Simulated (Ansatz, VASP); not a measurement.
# One calculation of KMgF3, two programs

INCAR

```
  PREC = Accurate
  ENCUT = 520
  EDIFF = 1E-7
  ISMEAR = 0
  SIGMA = 0.02
  LREAL = F
  LASPH = T
  NELM = 80
  ALGO = Normal
  ISIF = 2
  LWAVE = F
  LCHARG = F
  GGA = PS
  NBANDS = 24
```

File KPOINTS:

```
Automatic mesh
0
Gamma
  6 6 6
```

Contents of POSCAR:

```
KMgF3
1.0
    4.0303985343      0.0000000000      0.0000000000
    0.0000000000      4.0303985343      0.0000000000
    0.0000000000      0.0000000000      4.0303985343
K Mg F
1 1 3
Direct
    0.5000000000      0.5000000000      0.5000000000
    0.0000000000      0.0000000000      0.0000000000
    0.5000000000      0.0000000000      0.0000000000
    0.0000000000      0.5000000000      0.0000000000
    0.0000000000      0.0000000000      0.5000000000
```

Input for Ansatz:

```yaml
crystal:
  lattice:
    - [4.0303985357, 0.0, 0.0]
    - [0.0, 4.0303985357, 0.0]
    - [0.0, 0.0, 4.0303985357]
  atoms:
    - { symbol: K, position: [0.5, 0.5, 0.5] }
    - { symbol: Mg, position: [0.0, 0.0, 0.0] }
    - { symbol: F, position: [0.5, 0.0, 0.0] }
    - { symbol: F, position: [0.0, 0.5, 0.0] }
    - { symbol: F, position: [0.0, 0.0, 0.5] }
basis:
  ecutwfc: 420
kpoints:
  mp_grid: { grid: [6, 6, 6] }
hamiltonian:
  xc: pbesol
scf:
  occupations: { method: gaussian, width: 0.02 }
output:
  forces: true
  stress: true
  eigenvalues: true
  write_density: true
  write_potential: true
  elf: true
  volumetric_format: npy
```

Alike in both runs: task single point; functional PBEsol; k mesh 6 × 6 × 6; occupations gaussian, width 0.02 eV; no spin polarisation.

|  | VASP | Ansatz |
| --- | --- | --- |
| version | VASP 6.6.1 | Ansatz 0.2.0 |
| potentials or method | VASP PAW PBE potentials, release 64 (K_sv, Mg, F), cutoff 520 eV | scalar-relativistic, plane waves, PAW |
| valence electrons in the cell | 32 | 40 |

|  | VASP | Ansatz | Ansatz less VASP |
| --- | --- | --- | --- |
| gap on the k mesh at the Fermi level (eV) | 6.88 | 6.91 | +0.025 |
| least direct gap on the mesh (eV) | 7.21 | 7.23 | +0.023 |
| pressure (GPa) | -2.4 | -2.0 | +0.39 |

VASP's potentials were made for PBE, not for PBEsol. VASP's potentials hold 32 valence electrons a cell and Ansatz's 40, so a difference there can come from the potentials and not from the codes.
